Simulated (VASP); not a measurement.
A run of VASP 6.6.1 is set up as follows.

The input INCAR:

```
PREC = Accurate ; ENCUT = 520
EDIFF = 1E-6 ; ISMEAR = -1
SIGMA = 0.05 ; LREAL = F
LASPH = T ; NELM = 100
ALGO = Fast ; ISIF = 2
LWAVE = F ; LCHARG = F
GGA = PE ; NBANDS = 18
```

KPOINTS

```
regular mesh
0
Gamma
  6 6 6
```

The input POSCAR:

```
TiAl3
1.0
   -1.9111067713      1.9111067713      4.2806687947
    1.9111067713     -1.9111067713      4.2806687947
    1.9111067713      1.9111067713     -4.2806687947
Ti Al
1 3
Direct
    0.0000000000      0.0000000000      0.0000000000
    0.2500000000      0.7500000000      0.5000000000
    0.7500000000      0.2500000000      0.5000000000
    0.5000000000      0.5000000000      0.0000000000
```

Potentials or basis: VASP PAW PBE potentials, release 64 (Ti_sv, Al).

The run is started by

```console
$ cat potpaw_PBE.64/Ti_sv/POTCAR potpaw_PBE.64/Al/POTCAR > POTCAR
$ mpirun -np 1 vasp_std > vasp.out
```

(1) Estimate the band gap on the k mesh.

(2) What does it give for the pressure?

Answers

(1) zero (an odd number of electrons rules out a gap without spin polarisation).

(2) 2.1 GPa.
